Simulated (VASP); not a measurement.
Wanted: the native input for a VASP 6.6.1 run.

```yaml
Task: relaxation of cell and atoms
Functional: PBE
Potentials_or_basis: VASP PAW PBE potentials, release 64 (Si, Ge_d, Te, S)
Cutoff: 600 eV
k_mesh: 10 × 10 × 4
Occupations: gaussian, width 0.1 eV
Spin: no spin polarisation
Dipole_correction: no
Further_INCAR_settings: ALGO = Normal; EDIFF = 1e-06; IBRION = 2; EDIFFG = -0.01; NSW = 100; ISIF = 3
```

The structure of SiGeTe2S2 lies in POSCAR:

```
SiGeTe2S2
1.0
    4.3334891414      0.0000000000      0.0000000000
    0.0000000000      4.3334891414      0.0000000000
    0.0000000000      0.0000000000      9.0913264185
Si Ge Te S
1 1 2 2
Direct
    0.0000000000      0.0000000000      0.0000000000
    0.0000000000      0.0000000000      0.5000000000
    0.5000000000      0.5000000000      0.6523651263
    0.5000000000      0.5000000000      0.3476348737
    0.5000000000      0.0000000000      0.0000000000
    0.0000000000      0.5000000000      0.0000000000
```

The cell was built from a structure type or drawn by symmetry, and may not be a known phase.

One way to write it, as run:

INCAR

```
PREC = Accurate
ENCUT = 600
EDIFF = 1E-6
ISMEAR = 0
SIGMA = 0.1
LREAL = False
LASPH = True
NELM = 60
ALGO = Normal
ISIF = 3
LWAVE = False
LCHARG = False
GGA = PE
IBRION = 2
NSW = 100
EDIFFG = -0.01
```

KPOINTS

```
Automatic mesh
0
Gamma
  10 10 4
```

Potentials or basis: VASP PAW PBE potentials, release 64 (Si, Ge_d, Te, S).

Launch:

```sh
$ cat potpaw_PBE.64/Si/POTCAR potpaw_PBE.64/Ge_d/POTCAR potpaw_PBE.64/Te/POTCAR potpaw_PBE.64/S/POTCAR > POTCAR
$ mpirun -np 1 vasp_std > vasp.out
```

Results of the run:

```
Relaxed volume                        : 28.64 Å³/atom
Relaxed cell                          : a = 4.327 Å, b = 4.327 Å, c = 9.176 Å, α = 90.00°, β = 90.00°, γ = 90.00°
Space group after relaxing (to 0.1 Å) : P4/mmm (No. 123)
Energy gained by relaxing             : 0.2 meV/atom
Ionic steps                           : 9
Pressure after relaxing               : 0.0 GPa
Band gap on the k mesh                : zero (bands 21 and 22 overlap by 0.57 eV)
```

Caveat: spin-orbit coupling is left out, which moves the levels of the heavy elements; this functional lacks dispersion, which binds the layers, so the pressure and a relaxed spacing across them are unreliable.

It took 12 min on 1 thread of Intel(R) Xeon(R) 6975P-C (Granite Rapids), with other jobs on the host, peak memory 0.59 GiB.
